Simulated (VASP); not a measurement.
HfC: single point with PBE

The system is HfC.

```
Hf C
1.0
    -1.39667    2.49718    1.84734
     1.39667   -2.49718    1.84734
     1.39667    2.49718   -1.84734
Hf C
1 1
Direct
  0.98471 0.98471 0.00000
  0.67945 0.17945 0.50000
```

| Property | Result |
| --- | --- |
| Program | VASP 6.6.1 |
| Task | single point |
| Functional | PBE |
| Potentials or basis | VASP PAW PBE potentials, release 64 (Hf_pv, C) |
| Cutoff | 520 eV |
| k mesh | 12 × 12 × 12 |
| Occupations | gaussian, width 0.014 eV |
| Spin | no spin polarisation |
| Dipole correction | no |
| Further INCAR settings | ALGO = Normal; EDIFF = 1e-06; NBANDS = 14 |

```
Pressure               : 68.0 GPa
Largest force          : 11.756 eV/Å
Band gap on the k mesh : 0.36 eV, indirect (least direct gap 0.86 eV)
```

Forces in eV/Å, atoms in the order of the input:
```
Hf    0.000   0.000  11.756
C     0.000   0.000 -11.756
```

Stress tensor (GPa, compression positive):
```
169.39   0.00   0.00
  0.00 -23.90   0.00
  0.00   0.00  58.55
```

Levels at points of the mesh, in eV from the valence-band top:
```tsv
k point	band 5	band 6	band 7	band 8	band 9	band 10
(0.00, 0.00, 0.00)	-4.26	-3.20	-1.34	1.95	3.85	5.04
(0.50, 0.00, 0.00)	-5.81	-3.99	-1.93	3.04	4.47	5.56
(0.00, 0.50, 0.00)	-4.09	-1.65	-0.09	2.05	4.11	5.25
(0.50, 0.50, 0.00)	-5.71	-2.58	-2.43	3.27	4.75	5.02
(0.50, 0.50, 0.50)	-5.19	-3.34	-0.86	3.15	5.66	6.75
```

Run time: 82 s on 1 thread of Intel(R) Xeon(R) Platinum 8375C CPU @ 2.90GHz (Ice Lake), on a shared host, peak memory 0.24 GiB.

Caveat: spin-orbit coupling is left out, which moves the levels of the heavy elements; forces of over 1 eV/Å act on the atoms, so gaps and moduli don't describe the material at rest. A k mesh can miss the band edges.
